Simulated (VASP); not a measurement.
# GaN (Pmn2_1) in VASP: single point with PBE

Aim: the single point of GaN with PBE.

All numbers are computed with VASP 6.6.1; they aren't measurements. Logs are shortened: lines on timing, memory, paths and dates and some standing lists are left out, and cuts for length are marked.

**1. The cell of the first run**

The structure is orthorhombic, space group Pmn2_1 (No. 31). The conventional cell has a = 3.187 Å, b = 9.811 Å, c = 4.507 Å, α = 90.00°, β = 90.00°, γ = 90.00°. Ga (site symmetry m) has 4 N at 1.95 to 2.16 Å within 2.6 Å. Ga (site symmetry m) has 4 N at 1.95 Å within 2.6 Å. Ga (site symmetry m) has 4 N at 1.95 Å within 2.6 Å. N (site symmetry m) has 4 Ga at 1.95 Å within 2.6 Å. N (site symmetry m) has 4 Ga at 1.95 Å within 2.6 Å. Within 2.6 Å of N (site symmetry m) lie 4 Ga at 1.95 to 2.16 Å.

**2. Single point, PBE (the distance across one plane changed)**

File INCAR:

```
PREC     = Accurate       # precision mode
ENCUT    = 600            # plane-wave cutoff, eV
EDIFF    = 1E-6           # SCF threshold, eV
ISMEAR   = 0              # smearing method
SIGMA    = 0.05           # smearing width, eV
LREAL    = F              # projectors in reciprocal space
LASPH    = T              # aspherical terms in the spheres
NELM     = 120            # most SCF steps
ALGO     = Normal         # electronic algorithm
ISIF     = 2              # what is computed and relaxed
LWAVE    = F              # write WAVECAR
LCHARG   = F              # write CHGCAR
GGA      = PE             # functional
NBANDS   = 66             # bands
GGA_COMPAT= F
```

File KPOINTS:

```
regular mesh
0
Gamma
  6 8 3
```

File POSCAR:

```
GaN
1.0
    4.5070012150      0.0000000000      0.0000000000
    0.0000000000      2.2535006075     -2.2535006075
    0.0000000000      6.9372785178      6.9372785178
Ga N
6 6
Direct
    0.0000000000      0.0000000000      0.8932917973
    0.5000000000      0.5000000000      0.0811935798
    0.0000000000      0.0000000000      0.2436132233
    0.5000000000      0.5000000000      0.4060328668
    0.0000000000      0.0000000000      0.5684525103
    0.5000000000      0.5000000000      0.7308721538
    0.7500000000      0.0000000000      0.4060328668
    0.2500000000      0.5000000000      0.5684525103
    0.7500000000      0.0000000000      0.7308721538
    0.2500000000      0.5000000000      0.8932917973
    0.7500000000      0.0000000000      0.0811935798
    0.2500000000      0.5000000000      0.2436132233
```

Potentials or basis: VASP PAW PBE potentials, release 64 (Ga_d, N).

Command:

```
> cat potpaw_PBE.64/Ga_d/POTCAR potpaw_PBE.64/N/POTCAR > POTCAR
> mpirun -np 1 vasp_std > vasp.out
```

OUTCAR:

```text
PREC = Accurate
   ENCUT = 600
   EDIFF = 1E-6
   ISMEAR = 0
   LREAL = F
   LASPH = T
   NELM = 120
   ISIF = 2
   GGA = PE

 ion  position               nearest neighbor table
   1  0.000  0.000  0.893-   9 1.95  10 1.95  10 1.95  11 2.16
   2  0.500  0.500  0.081-  12 1.95  11 1.95  11 1.95  10 2.16
   3  0.000  0.000  0.244-   7 1.95  11 1.95  12 1.95  12 1.95
   4  0.500  0.500  0.406-  12 1.95   8 1.95   7 1.95   7 1.95
   5  0.000  0.000  0.568-   7 1.95   9 1.95   8 1.95   8 1.95
   6  0.500  0.500  0.731-   8 1.95  10 1.95   9 1.95   9 1.95
   7  0.750  0.000  0.406-   3 1.95   5 1.95   4 1.95   4 1.95
   8  0.250  0.500  0.568-   4 1.95   6 1.95   5 1.95   5 1.95
   9  0.750  0.000  0.731-   1 1.95   5 1.95   6 1.95   6 1.95
  10  0.250  0.500  0.893-   6 1.95   1 1.95   1 1.95   2 2.16
  11  0.750  0.000  0.081-   3 1.95   2 1.95   2 1.95   1 2.16
  12  0.250  0.500  0.244-   4 1.95   2 1.95   3 1.95   3 1.95

  LATTYP: Found a simple orthorhombic cell.
 ALAT       =     3.1869311219
 B/A-ratio  =     1.4142135624
 C/A-ratio  =     3.0784453728

  Lattice vectors:

 A1 = (   0.0000000000,  -2.2535006075,   2.2535006075)
 A2 = (   4.5070012150,   0.0000000000,   0.0000000000)
 A3 = (   0.0000000000,   6.9372785178,   6.9372785178)

Analysis of symmetry for initial positions (statically):
=====================================================================
 Subroutine PRICEL returns:
 Original cell was already a primitive cell.

 Routine SETGRP: Setting up the symmetry group for a
 simple orthorhombic supercell.

 Subroutine GETGRP returns: Found  4 space group operations
 (whereof  2 operations were pure point group operations)
 out of a pool of  8 trial point group operations.

The static configuration has the point symmetry C_1h.
 The point group associated with its full space group is C_2v.

Analysis of symmetry for dynamics (positions and initial velocities):
=====================================================================
 Subroutine PRICEL returns:
 Original cell was already a primitive cell.

 Routine SETGRP: Setting up the symmetry group for a
 simple orthorhombic supercell.

 Subroutine GETGRP returns: Found  4 space group operations
 (whereof  2 operations were pure point group operations)
 out of a pool of  8 trial point group operations.

The dynamic configuration has the point symmetry C_1h.
 The point group associated with its full space group is C_2v.

 Subroutine INISYM returns: Found  4 space group operations
 (whereof  2 operations are pure point group operations),
 and found     1 'primitive' translations

----------------------------------------------------------------------------------------

                                     Primitive cell

  volume of cell :     140.9174

  direct lattice vectors                    reciprocal lattice vectors
     4.507001215  0.000000000  0.000000000     0.221877020  0.000000000  0.000000000
     0.000000000  2.253500607 -2.253500607     0.000000000  0.221877020 -0.221877020
     0.000000000  6.937278518  6.937278518     0.000000000  0.072074373  0.072074373

  length of vectors
     4.507001215  3.186931122  9.810793366     0.221877020  0.313781491  0.101928556

  position of ions in fractional coordinates (direct lattice)
     0.000000000  0.000000000  0.893291797
     0.500000000  0.500000000  0.081193580
     0.000000000  0.000000000  0.243613223
     0.500000000  0.500000000  0.406032867
     0.000000000  0.000000000  0.568452510
     0.500000000  0.500000000  0.730872154
     0.750000000  0.000000000  0.406032867
     0.250000000  0.500000000  0.568452510
     0.750000000  0.000000000  0.730872154
     0.250000000  0.500000000  0.893291797
     0.750000000  0.000000000  0.081193580
     0.250000000  0.500000000  0.243613223

  ion indices of the primitive-cell ions
   primitive index   ion index
                 1           1
                 2           2
                 3           3
                 4           4
                 5           5
                 6           6
                 7           7
                 8           8
                 9           9
                10          10
                11          11
                12          12

----------------------------------------------------------------------------------------

 KPOINTS: regular mesh

Automatic generation of k-mesh.
 Grid dimensions read from file:
 generate k-points for:    6    8    3

 Generating k-lattice:

  Cartesian coordinates                     Fractional coordinates (reciprocal lattice)
     0.036979503  0.000000000  0.000000000     0.166666667  0.000000000  0.000000000
     0.000000000  0.027734628 -0.027734628     0.000000000  0.125000000  0.000000000
     0.000000000  0.024024791  0.024024791     0.000000000  0.000000000  0.333333333

  Length of vectors
     0.036979503  0.039222686  0.033976185

  Shift w.r.t. Gamma in fractional coordinates (k-lattice)
     0.000000000  0.000000000  0.000000000

 Subroutine IBZKPT returns following result:
 ===========================================

 Found     40 irreducible k-points:

 Following reciprocal coordinates:
            Coordinates               Weight
  0.000000  0.000000  0.000000      1.000000
  0.166667  0.000000  0.000000      2.000000
  0.333333  0.000000  0.000000      2.000000
  0.500000  0.000000  0.000000      1.000000
  0.000000  0.125000  0.000000      2.000000
  0.166667  0.125000  0.000000      4.000000
[... 16 lines left out ...]
  0.333333  0.000000  0.333333      4.000000
  0.500000  0.000000  0.333333      2.000000
 [... further k-points ...]
   k-points           NKPTS =     40   k-points in BZ     NKDIM =     40   number of bands    NBANDS=     66
   number of dos      NEDOS =    301   number of ions     NIONS =     12
   total plane-waves  NPLWV =  80640
   dimension x,y,z NGX =    36 NGY =   28 NGZ =   80
   dimension x,y,z NGXF=    72 NGYF=   56 NGZF=  160
   ions per type =               6   6
   NGX,Y,Z   is equivalent  to a cutoff of  13.28, 14.61, 13.56 a.u.
   NGXF,Y,Z  is equivalent  to a cutoff of  26.56, 29.21, 27.11 a.u.
 SYSTEM =  unknown system
   PREC   = accura    normal or accurate (medium, high low for compatibility)
   ISTART =      0    job   : 0-new  1-cont  2-samecut
   ICHARG =      2    charge: 1-file 2-atom 10-const
   ISPIN  =      1    spin polarized calculation?
   LNONCOLLINEAR =      F non collinear calculations
   LSORBIT =      F    spin-orbit coupling
   LASPH  =      T    aspherical Exc in radial PAW
   ENCUT  =  600.0 eV  44.10 Ry    6.64 a.u.   9.00  6.37 19.59*2*pi/ulx,y,z
   NELM   =    120;   NELMIN=  2; NELMDL= -5     # of ELM steps
   EDIFF  = 0.1E-05   stopping-criterion for ELM
   LREAL  =      F    real-space projection
   EDIFFG = 0.1E-04   stopping-criterion for IOM
   NSW    =      0    number of steps for IOM
   IBRION =     -1    ionic relax: 0-MD 1-quasi-New 2-CG
   NFREE  =      0    steps in history (QN), initial steepest desc. (CG)
   ISIF   =      2    stress and relaxation
   ISYM   =      2    0-nonsym 1-usesym 2-fastsym
   POTIM  = 0.5000    time-step for ionic-motion
   TEBEG  =    0.0;   TEEND  =   0.0 temperature during run
   PSTRESS=    0.0 pullay stress
   NELECT =     108.0000    total number of electrons
   NUPDOWN=      -1.0000    fix difference up-down
   EMIN   =  10.00;   EMAX   =-10.00  energy-range for DOS
   EFERMI =   0.00;   METHOD = LEGACY
   ISMEAR =     0;   SIGMA  =   0.05  broadening in eV -4-tet -1-fermi 0-gaus
   EFERMI_NEDOS =   21; number of points for ismear=-14 and -15
   IALGO  =     38    algorithm
   IMIX   =      4    mixing-type and parameters
     AMIX     =   0.40;   BMIX     =  1.00
     AMIX_MAG =   1.60;   BMIX_MAG =  1.00
  volume/ion in A,a.u.               =      11.74        79.25
  Fermi-wavevector in a.u.,A,eV,Ry     =   1.498171  2.831132 30.538480  2.244515
  Thomas-Fermi vector in A             =   2.609964
   LORBIT       =      0    0 simple, 1 ext, 2 COOP (PROOUT), +10 PAW based schemes
   GGA     = PE    functional components
   LHFCALC =     F    Hartree Fock is set to
   AEXX    =    0.0000 exact exchange contribution
   IVDW    =     0    specifies the selected vdW correction
   LEPSILON=     F    determine dielectric tensor
   LRPA    =     F    only Hartree local field effects (RPA)
 non-spin polarized calculation
 Gauss-broadening in eV      SIGMA  =   0.05
  energy-cutoff  :      600.00
  volume of cell :      140.92
 maximum number of plane-waves:      4740
   NGX = 19   NGY = 13   NGZ = 39

 number of electron     107.9999985 magnetization

 Free energy of the ion-electron system (eV)
  ---------------------------------------------------
  ext. energy  EPLUGINS =         0.00000000
  ---------------------------------------------------
  free energy    TOTEN  =       -72.57497895 eV

  energy without entropy =      -72.57497895  energy(sigma->0) =      -72.57497895

 E-fermi :   5.2611     XC(G=0): -11.5256

 val. band max:        5.0291807310   @ k =   0.0000   0.0000   0.0000
 cond. band min:       6.5436692873   @ k =   0.0000   0.0000   0.0000
 fundamental gap:      1.5144885563
 Fermi energy:         5.2611155518

 k-point     1 :       0.0000    0.0000    0.0000
  band No.  band energies     occupation
      1     -10.8300      2.00000
      2     -10.3157      2.00000
      3     -10.0992      2.00000
      4      -9.8934      2.00000
      5      -9.7766      2.00000
      6      -9.6299      2.00000
[... 58 lines left out ...]
     65      13.7088      0.00000
     66      14.7154      0.00000

 k-point     2 :       0.1667    0.0000    0.0000
  band No.  band energies     occupation
      1     -10.7342      2.00000
      2     -10.2774      2.00000
      3     -10.0814      2.00000
      4      -9.9193      2.00000
      5      -9.7833      2.00000
      6      -9.6427      2.00000
[... 1576 lines left out ...]
     65      13.5828      0.00000
     66      13.5828      0.00000

 [... further k-points ...]

------------------------ aborting loop because EDIFF is reached ----------------------------------------

  FORCE on cell =-STRESS in cart. coord.  units (eV):
  Direction    XX          YY          ZZ          XY          YZ          ZX
  --------------------------------------------------------------------------------------
  -------------------------------------------------------------------------------------
  Total        2.1307401      0.7135856      0.7135856      0.0000000     -3.0408423      0.0000000
  in kB       24.2257134      8.1132004      8.1132004      0.0000000    -34.5732335      0.0000000
  external PRESSURE =      13.4840381 kB  Pullay stress =       0.0000000 kB

 VOLUME and BASIS-vectors are now :
 -----------------------------------------------------------------------------
  energy-cutoff  :      600.00
  volume of cell :      140.92
      direct lattice vectors                 reciprocal lattice vectors
     4.507001215  0.000000000  0.000000000     0.221877020  0.000000000  0.000000000
     0.000000000  2.253500607 -2.253500607     0.000000000  0.221877020 -0.221877020
     0.000000000  6.937278518  6.937278518     0.000000000  0.072074373  0.072074373

 POSITION                                       TOTAL-FORCE (eV/Angst)
 -----------------------------------------------------------------------------------
      0.00000      6.19701      6.19701        -0.131900      0.791028      0.791028
      2.25350      1.69001     -0.56349        -0.131900     -0.791028     -0.791028
      0.00000      1.69001      1.69001        -0.033280     -0.205594     -0.205594
      2.25350      3.94351      1.69001         0.041678     -0.003225     -0.003225
      0.00000      3.94351      3.94351         0.041678      0.003225      0.003225
      2.25350      6.19701      3.94351        -0.033280      0.205594      0.205594
      3.38025      2.81676      2.81676        -0.013133      0.038048      0.038048
      1.12675      5.07026      2.81676        -0.013133     -0.038048     -0.038048
      3.38025      5.07026      5.07026        -0.090392      0.114123      0.114123
      1.12675      7.32376      5.07026         0.227027      0.862924      0.862924
      3.38025      0.56326      0.56326         0.227027     -0.862924     -0.862924
      1.12675      2.81676      0.56326        -0.090392     -0.114123     -0.114123
 -----------------------------------------------------------------------------------
    total drift:                               -0.000453      0.000097      0.000097

  FREE ENERGIE OF THE ION-ELECTRON SYSTEM (eV)
  ---------------------------------------------------
  free  energy   TOTEN  =       -72.5749789507 eV

  energy  without entropy=      -72.5749789507  energy(sigma->0) =      -72.57497895
```

It took 8.3 min on 1 thread of Intel Xeon 8259CL, shared host; peak memory 0.48 GiB.

What came out:

- Free energy: -72.5750 eV
- Pressure: 1.3 GPa
- Largest force: 1.241 eV/Å
- Band gap on the k mesh: 1.51 eV

Forces on the atoms (eV/Å):
```
Ga  -0.132  0.791  0.791
Ga  -0.132 -0.791 -0.791
Ga  -0.033 -0.206 -0.206
Ga   0.042 -0.003 -0.003
Ga   0.042  0.003  0.003
Ga  -0.033  0.206  0.206
N   -0.013  0.038  0.038
N   -0.013 -0.038 -0.038
N   -0.090  0.114  0.114
N    0.227  0.863  0.863
N    0.227 -0.863 -0.863
N   -0.090 -0.114 -0.114
```

Stress tensor (GPa, compression positive):
```
 2.42  0.00  0.00
 0.00  0.81 -3.46
 0.00 -3.46  0.81
```

Levels at points of the mesh, in eV from the valence-band top:
| k point | band 51 | band 52 | band 53 | band 54 | band 55 | band 56 | band 57 | band 58 |
| --- | --- | --- | --- | --- | --- | --- | --- | --- |
| (0.00, 0.00, 0.00) | -0.38 | -0.07 | 0.00 | 0.00 | 1.51 | 3.21 | 4.62 | 4.64 |
| (0.50, 0.00, 0.00) | -0.94 | -0.94 | -0.93 | -0.93 | 4.33 | 4.33 | 4.84 | 4.84 |
| (0.00, 0.50, 0.00) | -2.37 | -2.37 | -1.08 | -1.08 | 4.08 | 4.08 | 4.14 | 4.14 |
| (0.50, 0.50, 0.00) | -1.08 | -1.08 | -0.92 | -0.92 | 4.26 | 4.26 | 6.35 | 6.35 |

Caveat: the cell differs from its parent crystal (the distance across one plane changed); forces of over 1 eV/Å act on the atoms, so gaps and moduli don't describe the material at rest.
